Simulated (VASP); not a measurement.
# CsCr3 (Pm-3m) in VASP: a series of runs

CsCr3 is run at these levels: PBE; tasks: single point, relaxation of cell and atoms.

Everything below comes from runs of VASP 6.6.1. Logs are shortened: lines on timing, memory, paths and dates and some standing lists are left out, and cuts for length are marked.

### Step 1. The cell of the first run

Symmetry: Pm-3m, No. 221, cubic system. Conventional cell: a = 4.805 Å, b = 4.805 Å, c = 4.805 Å, α = 90.00°, β = 90.00°, γ = 90.00°. Cs (site symmetry m-3m) has 12 Cr at 3.40 Å within 4.5 Å. Cr (site symmetry 4/mmm) has 4 Cs at 3.40 Å and 8 Cr at 3.40 Å within 4.5 Å.

### Step 2. Single point, PBE, collinear spin, ferromagnetic start

INCAR

```
SYSTEM = CsCr3
  ALGO = Fast
  EDIFF = 1E-6
  ENCUT = 520
  GGA = PE
  ISIF = 2
  ISMEAR = 0
  ISPIN = 2
  LASPH = .TRUE.
  LCHARG = .FALSE.
  LMAXMIX = 4
  LORBIT = 11
  LREAL = .FALSE.
  LWAVE = .FALSE.
  MAGMOM = 0.23 4.02 4.02 4.02
  NBANDS = 34
  NELM = 150
  PREC = Accurate
  SIGMA = 0.1
```

KPOINTS

```
k-points
0
G
  4 4 4
  0 0 0
```

POSCAR

```
CsCr3
1.0
    4.8052432846      0.0000000000      0.0000000000
    0.0000000000      4.8052432846      0.0000000000
    0.0000000000      0.0000000000      4.8052432846
Cs Cr
1 3
Direct
    0.0000000000      0.0000000000      0.0000000000
    0.0000000000      0.5000000000      0.5000000000
    0.5000000000      0.0000000000      0.5000000000
    0.5000000000      0.5000000000      0.0000000000
```

Potentials or basis: VASP PAW PBE potentials, release 64 (Cs_sv, Cr_pv).

The run is started by

```console
$ cat potpaw_PBE.64/Cs_sv/POTCAR potpaw_PBE.64/Cr_pv/POTCAR > POTCAR
$ mpirun -np 1 vasp_std > vasp.out
```

OUTCAR:

```text
SYSTEM = CsCr3
   EDIFF = 1E-6
   ENCUT = 520
   GGA = PE
   ISIF = 2
   ISMEAR = 0
   ISPIN = 2
   LASPH = .TRUE.
   LORBIT = 11
   LREAL = .FALSE.
   NELM = 150
   PREC = Accurate

 ion  position               nearest neighbor table
   1  0.000  0.000  0.000-
   2  0.000  0.500  0.500-
   3  0.500  0.000  0.500-
   4  0.500  0.500  0.000-

  LATTYP: Found a simple cubic cell.
 ALAT       =     4.8052432846

  Lattice vectors:

 A1 = (   4.8052432846,   0.0000000000,   0.0000000000)
 A2 = (   0.0000000000,   4.8052432846,   0.0000000000)
 A3 = (   0.0000000000,   0.0000000000,   4.8052432846)

Analysis of symmetry for initial positions (statically):
=====================================================================
 Subroutine PRICEL returns:
 Original cell was already a primitive cell.

 Routine SETGRP: Setting up the symmetry group for a
 simple cubic supercell.

 Subroutine GETGRP returns: Found 48 space group operations
 (whereof 48 operations were pure point group operations)
 out of a pool of 48 trial point group operations.

The static configuration has the point symmetry O_h .

Analysis of symmetry for dynamics (positions and initial velocities):
=====================================================================
 Subroutine PRICEL returns:
 Original cell was already a primitive cell.

 Routine SETGRP: Setting up the symmetry group for a
 simple cubic supercell.

 Subroutine GETGRP returns: Found 48 space group operations
 (whereof 48 operations were pure point group operations)
 out of a pool of 48 trial point group operations.

The dynamic configuration has the point symmetry O_h .

Analysis of structural, dynamic, and magnetic symmetry:
=====================================================================
 Subroutine PRICEL returns:
 Original cell was already a primitive cell.

 Routine SETGRP: Setting up the symmetry group for a
 simple cubic supercell.

 Subroutine GETGRP returns: Found 48 space group operations
 (whereof 48 operations were pure point group operations)
 out of a pool of 48 trial point group operations.

The overall configuration has the point symmetry O_h .

 Subroutine INISYM returns: Found 48 space group operations
 (whereof 48 operations are pure point group operations),
 and found     1 'primitive' translations

----------------------------------------------------------------------------------------
[... 108 lines left out ...]
   LHFCALC =     F    Hartree Fock is set to
   AEXX    =    0.0000 exact exchange contribution
   IVDW    =     0    specifies the selected vdW correction
   LEPSILON=     F    determine dielectric tensor
   LRPA    =     F    only Hartree local field effects (RPA)
 spin polarized calculation
 RMM-DIIS sequential band-by-band and
 Gauss-broadening in eV      SIGMA  =   0.10
  energy-cutoff  :      520.00
  volume of cell :      110.95
 maximum number of plane-waves:      3016
 NGX is ok and might be reduce to    36
   NGX = 17   NGY = 17   NGZ = 17

 number of electron      45.0000027 magnetization      14.4358223

 Free energy of the ion-electron system (eV)
  ---------------------------------------------------
  ext. energy  EPLUGINS =         0.00000000
  ---------------------------------------------------
  free energy    TOTEN  =       -21.80779733 eV

  energy without entropy =      -21.79636161  energy(sigma->0) =      -21.80207947

 E-fermi :   3.9643     XC(G=0):  -9.4587

 val. band max:        3.9176220680   @ k =   0.2500   0.0000   0.0000
 cond. band min:       4.0172879728   @ k =   0.2500   0.2500   0.2500
 fundamental gap:      0.0996659048
 Fermi energy:         3.9642919827

 spin component 1

 k-point     1 :       0.0000    0.0000    0.0000
  band No.  band energies     occupation
      1     -39.8459      1.00000
      2     -39.8459      1.00000
      3     -39.8459      1.00000
      4     -39.8386      1.00000
      5     -39.8386      1.00000
      6     -39.8386      1.00000
[... 359 lines left out ...]
     33       5.8193      0.00000
     34       5.8193      0.00000
 Fermi energy:         3.9642919827

 spin component 2

 k-point     1 :       0.0000    0.0000    0.0000
  band No.  band energies     occupation
      1     -35.8568      1.00000
      2     -35.8568      1.00000
      3     -35.8568      1.00000
      4     -35.8439      1.00000
      5     -35.8439      1.00000
      6     -35.8439      1.00000
[... 359 lines left out ...]
     33       8.1810      0.00000
     34       8.1810      0.00000

------------------------ aborting loop because EDIFF is reached ----------------------------------------

  FORCE on cell =-STRESS in cart. coord.  units (eV):
  Direction    XX          YY          ZZ          XY          YZ          ZX
  --------------------------------------------------------------------------------------
  -------------------------------------------------------------------------------------
  Total        0.0067736      0.0067736      0.0067736     -0.0000000     -0.0000000     -0.0000000
  in kB        0.0978100      0.0978100      0.0978100     -0.0000000     -0.0000000     -0.0000000
  external PRESSURE =       0.0978100 kB  Pullay stress =       0.0000000 kB

 VOLUME and BASIS-vectors are now :
 -----------------------------------------------------------------------------
  energy-cutoff  :      520.00
  volume of cell :      110.95
      direct lattice vectors                 reciprocal lattice vectors
     4.805243285  0.000000000  0.000000000     0.208106009  0.000000000  0.000000000
     0.000000000  4.805243285  0.000000000     0.000000000  0.208106009  0.000000000
     0.000000000  0.000000000  4.805243285     0.000000000  0.000000000  0.208106009

 POSITION                                       TOTAL-FORCE (eV/Angst)
 -----------------------------------------------------------------------------------
      0.00000      0.00000      0.00000         0.000000      0.000000      0.000000
      0.00000      2.40262      2.40262         0.000000      0.000000      0.000000
      2.40262      0.00000      2.40262         0.000000      0.000000      0.000000
      2.40262      2.40262      0.00000         0.000000      0.000000      0.000000
 -----------------------------------------------------------------------------------
    total drift:                                0.000000      0.000000      0.000000

  FREE ENERGIE OF THE ION-ELECTRON SYSTEM (eV)
  ---------------------------------------------------
  free  energy   TOTEN  =       -21.8077973333 eV

  energy  without entropy=      -21.7963616092  energy(sigma->0) =      -21.80207947

 total charge

# of ion       s       p       d       tot
------------------------------------------
    1        1.861   4.570   0.167   6.598
    2        0.274   6.065   4.122  10.461
    3        0.274   6.065   4.122  10.461
    4        0.274   6.065   4.122  10.461
--------------------------------------------------
tot          2.682  22.766  12.533  37.982

 magnetization (x)

# of ion       s       p       d       tot
------------------------------------------
    1        0.014   0.087   0.040   0.141
    2        0.045   0.046   3.960   4.051
    3        0.045   0.046   3.960   4.051
    4        0.045   0.046   3.960   4.051
--------------------------------------------------
tot          0.149   0.225  11.919  12.293
```

stdout:

```text
POSCAR found type information on POSCAR CsCr
 POSCAR found :  2 types and       4 ions
 scaLAPACK will be used
 LDA part: xc-table for (Slater+PW92), standard interpolation
 POSCAR, INCAR and KPOINTS ok, starting setup
 FFT: planning ... GRIDC
 FFT: planning ... GRID_SOFT
 FFT: planning ... GRID
 WAVECAR not read
 entering main loop
```

It took 45 s on 1 thread of AMD EPYC 9R45 (Zen 5), shared host; peak memory 0.23 GiB.

What came out:

```yaml
Free_energy: -21.8078 eV
Pressure: 0.0 GPa
Net_moment: 14.44 μB per cell
Site_moments: Cs +0.14; Cr +4.05 μB
Valence_electrons_inside_the_program's_atomic_spheres: Cs 6.60; Cr 10.46
```

Levels at points of the mesh, in eV from the Fermi level:
Spin up:
```tsv
k point	band 26	band 27	band 28	band 29	band 30	band 31	band 32	band 33	band 34
(0.00, 0.00, 0.00)	-0.34	-0.13	-0.13	-0.13	1.87	1.87	1.87	2.13	2.13
(0.50, 0.00, 0.00)	-0.83	-0.80	-0.80	-0.51	-0.13	1.67	1.67	2.26	3.33
(0.50, 0.50, 0.00)	-0.84	-0.83	-0.83	-0.62	-0.45	0.72	0.72	2.81	2.81
(0.50, 0.50, 0.50)	-0.85	-0.27	-0.27	-0.27	1.03	1.03	1.03	1.86	1.86
```
Spin down:
```tsv
k point	band 12	band 13	band 14	band 15	band 16	band 17	band 18	band 19
(0.00, 0.00, 0.00)	-8.99	-8.99	-3.58	-0.43	-0.43	0.69	0.86	0.86
(0.50, 0.00, 0.00)	-8.98	-8.98	-1.66	-1.51	0.38	1.11	1.11	1.34
(0.50, 0.50, 0.00)	-9.34	-8.97	-1.65	0.33	0.33	0.42	1.22	1.39
(0.50, 0.50, 0.50)	-9.25	-9.25	-0.97	-0.97	-0.97	0.21	1.31	2.10
```

Caveat: spin-orbit coupling is left out, which moves the levels of the heavy elements.

(Part 1 of 2 ends here.)
